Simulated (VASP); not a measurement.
# FePt (Tetraferroplatinum) (P4/mmm) in VASP: notebook, part 2 of 2

VASP 6.6.1. Earlier steps stand in the parts before.

## 4. Single point, PBE, collinear spin, ferromagnetic start

File INCAR:

```
SYSTEM = FePt
PREC     = Accurate       ! precision mode
ENCUT    = 520            ! plane-wave cutoff, eV
EDIFF    = 1E-6           ! SCF threshold, eV
ISMEAR   = 0              ! smearing method
SIGMA    = 0.014          ! smearing width, eV
LREAL    = .False.        ! projectors in reciprocal space
LASPH    = .True.         ! aspherical terms in the spheres
NELM     = 150            ! most SCF steps
ALGO     = Normal         ! electronic algorithm
ISIF     = 2              ! what is computed and relaxed
LWAVE    = .False.        ! write WAVECAR
LCHARG   = .True.         ! write CHGCAR
ISPIN    = 2              ! spin polarisation
MAGMOM   = 0 3            ! initial moments
LORBIT   = 11             ! projections on sites
LMAXMIX  = 4              ! l up to which the mixer works
GGA      = PE             ! functional
LELF     = .True.         ! ELF
LVHAR    = .True.       
NBANDS   = 20             ! bands
```

File KPOINTS:

```
regular mesh
0
Gamma
  10 10 7
  0 0 0
```

File POSCAR:

```
FePt
1.0
    2.7235000000      0.0000000000      0.0000000000
    0.0000000000      2.7235000000      0.0000000000
    0.0000000000      0.0000000000      3.7200000000
Pt Fe
1 1
Direct
    0.5000000000      0.5000000000      0.5000000000
    0.0000000000      0.0000000000      0.0000000000
```

Potentials or basis: VASP PAW PBE potentials, release 64 (Pt, Fe).

Started as:

```bash
$ cat potpaw_PBE.64/Pt/POTCAR potpaw_PBE.64/Fe/POTCAR > POTCAR
$ mpirun -np 1 vasp_std > vasp.out
```

Run time: 83 s. Hardware: 1 thread of Oxide Virtual Turin-like, shared host; peak memory 0.16 GiB.

The run converged. Its results:

- Free energy: -14.8005 eV
- Pressure: 2.8 GPa
- Net moment: 3.25 μB per cell
- Site moments: Pt +0.32; Fe +2.91 μB
- Valence electrons inside the program's atomic spheres: Pt 9.44; Fe 6.99

Stress tensor (GPa, compression positive):
```
2.57 0.00 0.00
0.00 2.57 0.00
0.00 0.00 3.18
```

Levels at points of the mesh, in eV from the Fermi level:
Spin up:
```csv
k point,band 9,band 10,band 11,band 12,band 13,band 14
"(0.00, 0.00, 0.00)",-0.57,-0.43,-0.43,2.25,9.73,11.63
"(0.50, 0.00, 0.00)",-2.18,-1.67,0.10,1.98,10.42,10.52
"(0.50, 0.50, 0.00)",-0.51,0.50,1.58,1.58,7.55,9.99
```
Spin down:
```
           k point  band 6  band 7  band 8  band 9  band 10  band 11
(0.00, 0.00, 0.00)   -0.83   -0.82    0.56    1.62     1.62     1.65
(0.50, 0.00, 0.00)   -1.42   -1.23   -0.92    0.49     0.64     2.31
(0.50, 0.50, 0.00)    1.20    1.62    1.69    1.69     1.69     1.70
```

Caveat: spin-orbit coupling is left out, which moves the levels of the heavy elements.

## 5. Single point, PBE, collinear spin, ferromagnetic start

File INCAR:

```
PREC = Accurate ; ENCUT = 520
EDIFF = 1E-6 ; ISMEAR = 0
SIGMA = 0.019000000000000003 ; LREAL = False
LASPH = True ; NELM = 150
ALGO = Normal ; ISIF = 2
LWAVE = False ; LCHARG = False
ISPIN = 2 ; MAGMOM = 0 3
LORBIT = 11 ; LMAXMIX = 4
GGA = PE ; NBANDS = 20
```

File KPOINTS:

```
regular mesh
0
Gamma
  10 10 7
```

POSCAR is that of step 4.

Potentials or basis: VASP PAW PBE potentials, release 64 (Pt, Fe).

Started as:

```bash
$ cat potpaw_PBE.64/Pt/POTCAR potpaw_PBE.64/Fe/POTCAR > POTCAR
$ mpirun -np 1 vasp_std > vasp.out
```

OUTCAR:

```text
PREC = Accurate
   ENCUT = 520
   EDIFF = 1E-6
   ISMEAR = 0
   LREAL = False
   LASPH = True
   NELM = 150
   ISIF = 2
   ISPIN = 2
   LORBIT = 11
   GGA = PE

 ion  position               nearest neighbor table
   1  0.500  0.500  0.500-   2 2.68   2 2.68   2 2.68   2 2.68   2 2.68   2 2.68   2 2.68   2 2.68

   2  0.000  0.000  0.000-   1 2.68   1 2.68   1 2.68   1 2.68   1 2.68   1 2.68   1 2.68   1 2.68

  LATTYP: Found a simple tetragonal cell.
 ALAT       =     2.7235000000
 C/A-ratio  =     1.3658894804

  Lattice vectors:

 A1 = (   2.7235000000,   0.0000000000,   0.0000000000)
 A2 = (   0.0000000000,   2.7235000000,   0.0000000000)
 A3 = (   0.0000000000,   0.0000000000,   3.7200000000)

Analysis of symmetry for initial positions (statically):
=====================================================================
 Subroutine PRICEL returns:
 Original cell was already a primitive cell.

 Routine SETGRP: Setting up the symmetry group for a
 simple tetragonal supercell.

 Subroutine GETGRP returns: Found 16 space group operations
 (whereof 16 operations were pure point group operations)
 out of a pool of 16 trial point group operations.

The static configuration has the point symmetry D_4h.

Analysis of symmetry for dynamics (positions and initial velocities):
=====================================================================
 Subroutine PRICEL returns:
 Original cell was already a primitive cell.

 Routine SETGRP: Setting up the symmetry group for a
 simple tetragonal supercell.

 Subroutine GETGRP returns: Found 16 space group operations
 (whereof 16 operations were pure point group operations)
 out of a pool of 16 trial point group operations.

The dynamic configuration has the point symmetry D_4h.

Analysis of structural, dynamic, and magnetic symmetry:
=====================================================================
 Subroutine PRICEL returns:
 Original cell was already a primitive cell.

 Routine SETGRP: Setting up the symmetry group for a
 simple tetragonal supercell.

 Subroutine GETGRP returns: Found 16 space group operations
 (whereof 16 operations were pure point group operations)
 out of a pool of 16 trial point group operations.

The overall configuration has the point symmetry D_4h.

 Subroutine INISYM returns: Found 16 space group operations
 (whereof 16 operations are pure point group operations),
 and found     1 'primitive' translations

----------------------------------------------------------------------------------------

                                     Primitive cell

  volume of cell :      27.5929

  direct lattice vectors                    reciprocal lattice vectors
     2.723500000  0.000000000  0.000000000     0.367174592  0.000000000  0.000000000
     0.000000000  2.723500000  0.000000000     0.000000000  0.367174592  0.000000000
     0.000000000  0.000000000  3.720000000     0.000000000  0.000000000  0.268817204

  length of vectors
     2.723500000  2.723500000  3.720000000     0.367174592  0.367174592  0.268817204

  position of ions in fractional coordinates (direct lattice)
     0.500000000  0.500000000  0.500000000
     0.000000000  0.000000000  0.000000000

[... 66 lines left out ...]
 SYSTEM =  unknown system
   PREC   = accura    normal or accurate (medium, high low for compatibility)
   ISTART =      0    job   : 0-new  1-cont  2-samecut
   ICHARG =      2    charge: 1-file 2-atom 10-const
   ISPIN  =      2    spin polarized calculation?
   LNONCOLLINEAR =      F non collinear calculations
   LSORBIT =      F    spin-orbit coupling
   LASPH  =      T    aspherical Exc in radial PAW
   ENCUT  =  520.0 eV  38.22 Ry    6.18 a.u.   5.06  5.06  6.92*2*pi/ulx,y,z
   NELM   =    150;   NELMIN=  2; NELMDL= -5     # of ELM steps
   EDIFF  = 0.1E-05   stopping-criterion for ELM
   LREAL  =      F    real-space projection
   EDIFFG = 0.1E-04   stopping-criterion for IOM
   NSW    =      0    number of steps for IOM
   IBRION =     -1    ionic relax: 0-MD 1-quasi-New 2-CG
   NFREE  =      0    steps in history (QN), initial steepest desc. (CG)
   ISIF   =      2    stress and relaxation
   ISYM   =      2    0-nonsym 1-usesym 2-fastsym
   POTIM  = 0.5000    time-step for ionic-motion
   TEBEG  =    0.0;   TEEND  =   0.0 temperature during run
   PSTRESS=    0.0 pullay stress
   NELECT =      18.0000    total number of electrons
   NUPDOWN=      -1.0000    fix difference up-down
   EMIN   =  10.00;   EMAX   =-10.00  energy-range for DOS
   EFERMI =   0.00;   METHOD = LEGACY
   ISMEAR =     0;   SIGMA  =   0.02  broadening in eV -4-tet -1-fermi 0-gaus
   EFERMI_NEDOS =   21; number of points for ismear=-14 and -15
   IALGO  =     38    algorithm
   IMIX   =      4    mixing-type and parameters
     AMIX     =   0.40;   BMIX     =  1.00
     AMIX_MAG =   1.60;   BMIX_MAG =  1.00
  volume/ion in A,a.u.               =      13.80        93.10
  Fermi-wavevector in a.u.,A,eV,Ry     =   1.419819  2.683070 27.427809  2.015887
  Thomas-Fermi vector in A             =   2.540800
   LORBIT       =     11    0 simple, 1 ext, 2 COOP (PROOUT), +10 PAW based schemes
   GGA     = PE    functional components
   LHFCALC =     F    Hartree Fock is set to
   AEXX    =    0.0000 exact exchange contribution
   IVDW    =     0    specifies the selected vdW correction
   LEPSILON=     F    determine dielectric tensor
   LRPA    =     F    only Hartree local field effects (RPA)
 spin polarized calculation
 Gauss-broadening in eV      SIGMA  =   0.02
  energy-cutoff  :      520.00
  volume of cell :       27.59
 maximum number of plane-waves:       758
   NGX = 11   NGY = 11   NGZ = 13

 number of electron      17.9999997 magnetization       3.2567698

 Free energy of the ion-electron system (eV)
  ---------------------------------------------------
  ext. energy  EPLUGINS =         0.00000000
  ---------------------------------------------------
  free energy    TOTEN  =       -14.80055148 eV

  energy without entropy =      -14.80017353  energy(sigma->0) =      -14.80036251

 E-fermi :   8.7427     XC(G=0): -13.0585

 val. band max:        8.7394176883   @ k =   0.4000   0.1000   0.4286
 cond. band min:       8.7598900178   @ k =   0.5000   0.4000   0.2857
 fundamental gap:      0.0204723295
 Fermi energy:         8.7427270317

 spin component 1

 k-point     1 :       0.0000    0.0000    0.0000
  band No.  band energies     occupation
      1      -0.8866      1.00000
      2       2.3456      1.00000
      3       2.5266      1.00000
      4       5.2619      1.00000
      5       5.2619      1.00000
      6       5.7802      1.00000
[... 541 lines left out ...]
     19      31.7055      0.00000
     20      31.9355      0.00000

 [... further k-points ...]

 spin component 2

 k-point     1 :       0.0000    0.0000    0.0000
  band No.  band energies     occupation
      1      -0.7563      1.00000
      2       2.9157      1.00000
      3       2.9229      1.00000
      4       6.3278      1.00000
      5       6.3278      1.00000
      6       7.9101      1.00000
[... 541 lines left out ...]
     19      31.9153      0.00000
     20      32.2206      0.00000

 [... further k-points ...]

------------------------ aborting loop because EDIFF is reached ----------------------------------------

  FORCE on cell =-STRESS in cart. coord.  units (eV):
  Direction    XX          YY          ZZ          XY          YZ          ZX
  --------------------------------------------------------------------------------------
  -------------------------------------------------------------------------------------
  Total        0.4534088      0.4534088      0.5514937      0.0000000      0.0000000      0.0000000
  in kB       26.3270879     26.3270879     32.0223703      0.0000000      0.0000000      0.0000000
  external PRESSURE =      28.2255153 kB  Pullay stress =       0.0000000 kB

 VOLUME and BASIS-vectors are now :
 -----------------------------------------------------------------------------
  energy-cutoff  :      520.00
  volume of cell :       27.59
      direct lattice vectors                 reciprocal lattice vectors
     2.723500000  0.000000000  0.000000000     0.367174592  0.000000000  0.000000000
     0.000000000  2.723500000  0.000000000     0.000000000  0.367174592  0.000000000
     0.000000000  0.000000000  3.720000000     0.000000000  0.000000000  0.268817204

 POSITION                                       TOTAL-FORCE (eV/Angst)
 -----------------------------------------------------------------------------------
      1.36175      1.36175      1.86000         0.000000      0.000000      0.000000
      0.00000      0.00000      0.00000         0.000000      0.000000      0.000000
 -----------------------------------------------------------------------------------
    total drift:                               -0.000000      0.000000      0.000000

  FREE ENERGIE OF THE ION-ELECTRON SYSTEM (eV)
  ---------------------------------------------------
  free  energy   TOTEN  =       -14.8005514822 eV

  energy  without entropy=      -14.8001735328  energy(sigma->0) =      -14.80036251

 total charge

# of ion       s       p       d       tot
------------------------------------------
    1        0.714   0.667   8.054   9.435
    2        0.409   0.452   6.125   6.987
--------------------------------------------------
tot          1.123   1.119  14.179  16.422

 magnetization (x)

# of ion       s       p       d       tot
------------------------------------------
    1       -0.026  -0.069   0.421   0.325
    2        0.004  -0.008   2.913   2.909
--------------------------------------------------
tot         -0.022  -0.077   3.334   3.235
```

OSZICAR:

```text
N       E                     dE             d eps       ncg     rms          rms(c)
DAV:   1     0.921108707885E+02    0.92111E+02   -0.83722E+03  7176   0.993E+02
DAV:   2    -0.124440620313E+02   -0.10455E+03   -0.92586E+02  6864   0.216E+02
DAV:   3    -0.161679765260E+02   -0.37239E+01   -0.36182E+01  7828   0.466E+01
DAV:   4    -0.162110687343E+02   -0.43092E-01   -0.43062E-01  7548   0.426E+00
DAV:   5    -0.162122177795E+02   -0.11490E-02   -0.11490E-02  7992   0.779E-01    0.168E+01
DAV:   6    -0.174307915138E+02   -0.12186E+01   -0.11050E+01  7504   0.634E+01    0.245E+01
DAV:   7    -0.149464399805E+02    0.24844E+01   -0.77241E+00  8664   0.600E+01    0.853E+00
DAV:   8    -0.148802755702E+02    0.66164E-01   -0.33004E-01  8376   0.762E+00    0.392E+00
DAV:   9    -0.148087756413E+02    0.71500E-01   -0.90037E-02  9740   0.556E+00    0.165E+00
DAV:  10    -0.148013159573E+02    0.74597E-02   -0.25823E-02 10144   0.240E+00    0.648E-01
DAV:  11    -0.148005379620E+02    0.77800E-03   -0.22291E-03  9488   0.621E-01    0.267E-01
DAV:  12    -0.148005582341E+02   -0.20272E-04   -0.20611E-04  8204   0.160E-01    0.878E-02
DAV:  13    -0.148005549797E+02    0.32545E-05   -0.29141E-05  8120   0.528E-02    0.453E-02
DAV:  14    -0.148005500674E+02    0.49123E-05   -0.12499E-05  9372   0.603E-02    0.144E-02
DAV:  15    -0.148005512222E+02   -0.11548E-05   -0.14952E-06  5564   0.150E-02    0.538E-03
DAV:  16    -0.148005514822E+02   -0.25995E-06   -0.39491E-07  3672   0.858E-03
   1 F= -.14800551E+02 E0= -.14800363E+02  d E =-.377949E-03  mag=     3.2569
```

stdout:

```text
POSCAR found type information on POSCAR PtFe
 POSCAR found :  2 types and       2 ions
 scaLAPACK will be used
 LDA part: xc-table for (Slater+PW92), standard interpolation
 POSCAR, INCAR and KPOINTS ok, starting setup
 FFT: planning ... GRIDC
 FFT: planning ... GRID_SOFT
 FFT: planning ... GRID
 WAVECAR not read
 entering main loop
```

Run time: 1.8 min. Hardware: 1 thread of Oxide Virtual Turin-like, shared host; peak memory 0.16 GiB.

What came out:

```yaml
Free_energy: -14.8006 eV
Pressure: 2.8 GPa
Net_moment: 3.26 μB per cell
Site_moments: Pt +0.33; Fe +2.91 μB
Valence_electrons_inside_the_program's_atomic_spheres: Pt 9.44; Fe 6.99
```

Stress tensor (GPa, compression positive):
```
2.63 0.00 0.00
0.00 2.63 0.00
0.00 0.00 3.20
```

Levels at points of the mesh, in eV from the Fermi level:
Spin up:
| k point | band 7 | band 8 | band 9 | band 10 | band 11 | band 12 | band 13 | band 14 | band 15 | band 16 |
| --- | --- | --- | --- | --- | --- | --- | --- | --- | --- | --- |
| (0.00, 0.00, 0.00) | -2.17 | -1.98 | -0.57 | -0.43 | -0.43 | 2.25 | 9.72 | 11.63 | 11.63 | 17.18 |
| (0.50, 0.00, 0.00) | -2.73 | -2.57 | -2.18 | -1.67 | 0.10 | 1.98 | 10.42 | 10.52 | 12.50 | 13.24 |
| (0.50, 0.50, 0.00) | -0.58 | -0.51 | -0.51 | 0.50 | 1.58 | 1.58 | 7.55 | 9.99 | 10.85 | 12.32 |
Spin down:
```
           k point  band 5  band 6  band 7  band 8  band 9  band 10  band 11  band 12
(0.00, 0.00, 0.00)   -2.41   -0.83   -0.81    0.56    1.62     1.62     1.65     2.42
(0.50, 0.00, 0.00)   -2.51   -1.42   -1.23   -0.92    0.49     0.64     2.31     2.53
(0.50, 0.50, 0.00)    0.89    1.20    1.62    1.68    1.69     1.69     1.70     1.70
```

Caveat: spin-orbit coupling is left out, which moves the levels of the heavy elements.

## 6. The runs side by side

| level | potentials or basis | smearing | gap on the mesh (eV) | pressure (GPa) | moment (μB) |
| --- | --- | --- | --- | --- | --- |
| PBE | VASP PAW PBE potentials, release 64 (Pt, Fe) | gaussian 0.027 eV | none | 2.8 | 3.26 |
| LDA | VASP PAW LDA potentials, release 64 (Pt, Fe) | gaussian 0.05 eV | none | -12.7 | 3.19 |
| PBE | VASP PAW PBE potentials, release 64 (Pt, Fe) | gaussian 0.014 eV | none | 2.8 | 3.25 |
| PBE | VASP PAW PBE potentials, release 64 (Pt, Fe) | gaussian 0.019 eV | none | 2.8 | 3.26 |

Alike in all rows: task single point; spin collinear, ferromagnetic start; cell as given; k mesh 10 × 10 × 7; cutoff (eV) 520.

Caveats: spin-orbit coupling is left out, which moves the levels of the heavy elements.

Absolute energies hang on the potentials; compare differences alone.
